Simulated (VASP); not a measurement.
# Ag (Im-3m) in VASP: single point with PBE

Aim: the single point of Ag with PBE.

Everything below comes from runs of VASP 6.6.1. Logs are shortened: lines on timing, memory, paths and dates and some standing lists are left out, and cuts for length are marked.

## Step 1: The cell of the first run

Symmetry: Im-3m, No. 229, cubic system. Conventional cell: a = 3.299 Å, b = 3.299 Å, c = 3.299 Å, α = 90.00°, β = 90.00°, γ = 90.00°. Ag (site symmetry m-3m) has 14 Ag at 2.86 to 3.30 Å within 3.8 Å.

## Step 2: Single point, PBE

File INCAR:

```
SYSTEM = Ag
PREC = Accurate
ENCUT = 520
EDIFF = 1E-6
ISMEAR = 0
SIGMA = 0.05
LREAL = .FALSE.
LASPH = .TRUE.
NELM = 60
ALGO = Fast
ISIF = 2
LWAVE = .FALSE.
LCHARG = .FALSE.
GGA = PE
NBANDS = 12
```

File KPOINTS:

```
regular mesh
0
G
  8 8 8
  0 0 0
```

File POSCAR:

```
Ag
1.0
   -1.6493996769      1.6493996769      1.6493996769
    1.6493996769     -1.6493996769      1.6493996769
    1.6493996769      1.6493996769     -1.6493996769
Ag
1
Direct
    0.0000000000      0.0000000000      0.0000000000
```

Potentials or basis: VASP PAW PBE potentials, release 64 (Ag).

Started as:

```bash
> cat potpaw_PBE.64/Ag/POTCAR > POTCAR
> mpirun -np 1 vasp_std > vasp.out
```

OUTCAR:

```text
SYSTEM = Ag
   PREC = Accurate
   ENCUT = 520
   EDIFF = 1E-6
   ISMEAR = 0
   LREAL = .FALSE.
   LASPH = .TRUE.
   NELM = 60
   ISIF = 2
   GGA = PE

 ion  position               nearest neighbor table
   1  0.000  0.000  0.000-

  LATTYP: Found a body centered cubic cell.
 ALAT       =     3.2987993538

  Lattice vectors:

 A1 = (  -1.6493996769,   1.6493996769,   1.6493996769)
 A2 = (   1.6493996769,  -1.6493996769,   1.6493996769)
 A3 = (   1.6493996769,   1.6493996769,  -1.6493996769)

Analysis of symmetry for initial positions (statically):
=====================================================================
 Subroutine PRICEL returns:
 Original cell was already a primitive cell.

 Routine SETGRP: Setting up the symmetry group for a
 body centered cubic supercell.

 Subroutine GETGRP returns: Found 48 space group operations
 (whereof 48 operations were pure point group operations)
 out of a pool of 48 trial point group operations.

The static configuration has the point symmetry O_h .

Analysis of symmetry for dynamics (positions and initial velocities):
=====================================================================
 Subroutine PRICEL returns:
 Original cell was already a primitive cell.

 Routine SETGRP: Setting up the symmetry group for a
 body centered cubic supercell.

 Subroutine GETGRP returns: Found 48 space group operations
 (whereof 48 operations were pure point group operations)
 out of a pool of 48 trial point group operations.

The dynamic configuration has the point symmetry O_h .

 Subroutine INISYM returns: Found 48 space group operations
 (whereof 48 operations are pure point group operations),
 and found     1 'primitive' translations

----------------------------------------------------------------------------------------

                                     Primitive cell

  volume of cell :      17.9489

  direct lattice vectors                    reciprocal lattice vectors
    -1.649399677  1.649399677  1.649399677     0.000000000  0.303140595  0.303140595
     1.649399677 -1.649399677  1.649399677     0.303140595  0.000000000  0.303140595
     1.649399677  1.649399677 -1.649399677     0.303140595  0.303140595  0.000000000

  length of vectors
     2.856844042  2.856844042  2.856844042     0.428705541  0.428705541  0.428705541

  position of ions in fractional coordinates (direct lattice)
     0.000000000  0.000000000  0.000000000

  ion indices of the primitive-cell ions
   primitive index   ion index
                 1           1

----------------------------------------------------------------------------------------

 KPOINTS: regular mesh

Automatic generation of k-mesh.
 Grid dimensions read from file:
 generate k-points for:    8    8    8

 Generating k-lattice:

  Cartesian coordinates                     Fractional coordinates (reciprocal lattice)
     0.000000000  0.037892574  0.037892574     0.125000000  0.000000000  0.000000000
     0.037892574  0.000000000  0.037892574     0.000000000  0.125000000  0.000000000
     0.037892574  0.037892574  0.000000000     0.000000000  0.000000000  0.125000000

  Length of vectors
     0.053588193  0.053588193  0.053588193

  Shift w.r.t. Gamma in fractional coordinates (k-lattice)
     0.000000000  0.000000000  0.000000000

 Subroutine IBZKPT returns following result:
 ===========================================

 Found     29 irreducible k-points:

 Following reciprocal coordinates:
            Coordinates               Weight
  0.000000  0.000000  0.000000      1.000000
  0.125000  0.000000  0.000000     12.000000
  0.250000  0.000000  0.000000     12.000000
  0.375000  0.000000  0.000000     12.000000
  0.500000  0.000000  0.000000      6.000000
  0.125000  0.125000  0.000000     24.000000
[... 16 lines left out ...]
 -0.250000  0.250000  0.250000      6.000000
 -0.375000  0.375000  0.250000     24.000000
 [... further k-points ...]
   k-points           NKPTS =     29   k-points in BZ     NKDIM =     29   number of bands    NBANDS=     12
   number of dos      NEDOS =    301   number of ions     NIONS =      1
   total plane-waves  NPLWV =  13824
   dimension x,y,z NGX =    24 NGY =   24 NGZ =   24
   dimension x,y,z NGXF=    48 NGYF=   48 NGZF=   48
   ions per type =               1
   NGX,Y,Z   is equivalent  to a cutoff of  13.97, 13.97, 13.97 a.u.
   NGXF,Y,Z  is equivalent  to a cutoff of  27.93, 27.93, 27.93 a.u.
 SYSTEM =  Ag
   PREC   = accura    normal or accurate (medium, high low for compatibility)
   ISTART =      0    job   : 0-new  1-cont  2-samecut
   ICHARG =      2    charge: 1-file 2-atom 10-const
   ISPIN  =      1    spin polarized calculation?
   LNONCOLLINEAR =      F non collinear calculations
   LSORBIT =      F    spin-orbit coupling
   LASPH  =      T    aspherical Exc in radial PAW
   ENCUT  =  520.0 eV  38.22 Ry    6.18 a.u.   5.31  5.31  5.31*2*pi/ulx,y,z
   NELM   =     60;   NELMIN=  2; NELMDL= -5     # of ELM steps
   EDIFF  = 0.1E-05   stopping-criterion for ELM
   LREAL  =      F    real-space projection
   EDIFFG = 0.1E-04   stopping-criterion for IOM
   NSW    =      0    number of steps for IOM
   IBRION =     -1    ionic relax: 0-MD 1-quasi-New 2-CG
   NFREE  =      0    steps in history (QN), initial steepest desc. (CG)
   ISIF   =      2    stress and relaxation
   ISYM   =      2    0-nonsym 1-usesym 2-fastsym
   POTIM  = 0.5000    time-step for ionic-motion
   TEBEG  =    0.0;   TEEND  =   0.0 temperature during run
   PSTRESS=    0.0 pullay stress
   NELECT =      11.0000    total number of electrons
   NUPDOWN=      -1.0000    fix difference up-down
   EMIN   =  10.00;   EMAX   =-10.00  energy-range for DOS
   EFERMI =   0.00;   METHOD = LEGACY
   ISMEAR =     0;   SIGMA  =   0.05  broadening in eV -4-tet -1-fermi 0-gaus
   EFERMI_NEDOS =   21; number of points for ismear=-14 and -15
   IALGO  =     68    algorithm
   IMIX   =      4    mixing-type and parameters
     AMIX     =   0.40;   BMIX     =  1.00
     AMIX_MAG =   1.60;   BMIX_MAG =  1.00
  volume/ion in A,a.u.               =      17.95       121.13
  Fermi-wavevector in a.u.,A,eV,Ry     =   1.390571  2.627798 26.309417  1.933688
  Thomas-Fermi vector in A             =   2.514493
   LORBIT       =      0    0 simple, 1 ext, 2 COOP (PROOUT), +10 PAW based schemes
   GGA     = PE    functional components
   LHFCALC =     F    Hartree Fock is set to
   AEXX    =    0.0000 exact exchange contribution
   IVDW    =     0    specifies the selected vdW correction
   LEPSILON=     F    determine dielectric tensor
   LRPA    =     F    only Hartree local field effects (RPA)
 non-spin polarized calculation
 RMM-DIIS sequential band-by-band and
 Gauss-broadening in eV      SIGMA  =   0.05
  energy-cutoff  :      520.00
  volume of cell :       17.95
 maximum number of plane-waves:       496
 NGX is ok and might be reduce to    24
   NGX = 11   NGY = 11   NGZ = 11

 number of electron      11.0000003 magnetization

 Free energy of the ion-electron system (eV)
  ---------------------------------------------------
  ext. energy  EPLUGINS =         0.00000000
  ---------------------------------------------------
  free energy    TOTEN  =        -2.63633632 eV

  energy without entropy =       -2.63340149  energy(sigma->0) =       -2.63486890

 E-fermi :   7.9087     XC(G=0): -11.9091

 val. band max:        7.9086500671   @ k =   0.3750   0.1250   0.0000
 cond. band min:       7.9703906234   @ k =   0.2500   0.2500   0.0000
 fundamental gap:      0.0617405563
 Fermi energy:         7.9087067654

 k-point     1 :       0.0000    0.0000    0.0000
  band No.  band energies     occupation
      1       0.3440      2.00000
      2       2.9899      2.00000
      3       2.9899      2.00000
      4       2.9899      2.00000
      5       4.2131      2.00000
      6       4.2131      2.00000
      7      25.5318      0.00000
      8      25.5318      0.00000
      9      25.5318      0.00000
     10      31.0652      0.00000
     11      31.0653      0.00000
     12      31.0676      0.00000

 k-point     2 :       0.1250    0.0000    0.0000
  band No.  band energies     occupation
      1       0.8228      2.00000
      2       2.8787      2.00000
      3       3.0146      2.00000
      4       3.2571      2.00000
      5       4.1074      2.00000
      6       4.2218      2.00000
      7      23.9290      0.00000
      8      25.1274      0.00000
      9      25.8134      0.00000
     10      28.4301      0.00000
     11      28.6902      0.00000
     12      28.8265      0.00000

 k-point     3 :       0.2500    0.0000    0.0000
  band No.  band energies     occupation
      1       1.7354      2.00000
      2       2.6200      2.00000
      3       3.4753      2.00000
      4       3.9582      2.00000
      5       4.0246      2.00000
      6       4.2527      2.00000
      7      19.3802      0.00000
      8      23.2038      0.00000
      9      25.3420      0.00000
     10      26.4247      0.00000
     11      27.7432      0.00000
     12      29.9128      0.00000
[... 286 lines left out ...]
 k-point    23 :      -0.2500    0.2500    0.2500
  band No.  band energies     occupation
      1       2.6279      2.00000
      2       2.9076      2.00000
      3       3.4478      2.00000
      4       3.4478      2.00000
      5       3.9122      2.00000
      6       5.8674      2.00000
      7      20.4273      0.00000
      8      20.4273      0.00000
      9      21.2714      0.00000
     10      21.7711      0.00000
     11      32.3081      0.00000
     12      32.3081      0.00000

 k-point    24 :      -0.3750    0.3750    0.2500
  band No.  band energies     occupation
      1       2.3623      2.00000
      2       2.6353      2.00000
      3       3.4520      2.00000
      4       3.8239      2.00000
      5       4.6184      2.00000
      6       8.1219      0.00000
      7      15.9718      0.00000
      8      18.4015      0.00000
      9      20.8617      0.00000
     10      23.2438      0.00000
     11      30.1733      0.00000
     12      32.2923      0.00000

 [... further k-points ...]
[... 5 lines left out ...]
  --------------------------------------------------------------------------------------
  -------------------------------------------------------------------------------------
  Total        0.0006722      0.0006722      0.0006722     -0.0000000      0.0000000      0.0000000
  in kB        0.0600008      0.0600008      0.0600008     -0.0000000      0.0000000      0.0000000
  external PRESSURE =       0.0600008 kB  Pullay stress =       0.0000000 kB

 VOLUME and BASIS-vectors are now :
 -----------------------------------------------------------------------------
  energy-cutoff  :      520.00
  volume of cell :       17.95
      direct lattice vectors                 reciprocal lattice vectors
    -1.649399677  1.649399677  1.649399677     0.000000000  0.303140595  0.303140595
     1.649399677 -1.649399677  1.649399677     0.303140595  0.000000000  0.303140595
     1.649399677  1.649399677 -1.649399677     0.303140595  0.303140595  0.000000000

 POSITION                                       TOTAL-FORCE (eV/Angst)
 -----------------------------------------------------------------------------------
      0.00000      0.00000      0.00000         0.000000     -0.000000     -0.000000
 -----------------------------------------------------------------------------------
    total drift:                                0.000000      0.000000     -0.000000

  FREE ENERGIE OF THE ION-ELECTRON SYSTEM (eV)
  ---------------------------------------------------
  free  energy   TOTEN  =        -2.6363363220 eV

  energy  without entropy=       -2.6334014871  energy(sigma->0) =       -2.63486890
```

Wall time 9.6 s (1 thread of Intel Xeon 8259CL, shared host); peak memory 0.14 GiB.

What came out:

```yaml
Free_energy: -2.6363 eV
Pressure: 0.0 GPa
```

Levels at points of the mesh, in eV from the Fermi level:
| k point | band 4 | band 5 | band 6 | band 7 | band 8 | band 9 |
| --- | --- | --- | --- | --- | --- | --- |
| (0.00, 0.00, 0.00) | -4.92 | -3.70 | -3.70 | 17.62 | 17.62 | 17.62 |
| (0.50, 0.00, 0.00) | -3.59 | -2.77 | -0.12 | 3.69 | 12.99 | 13.88 |
| (0.50, 0.50, 0.50) | -2.99 | -2.99 | 6.60 | 6.60 | 6.60 | 11.96 |
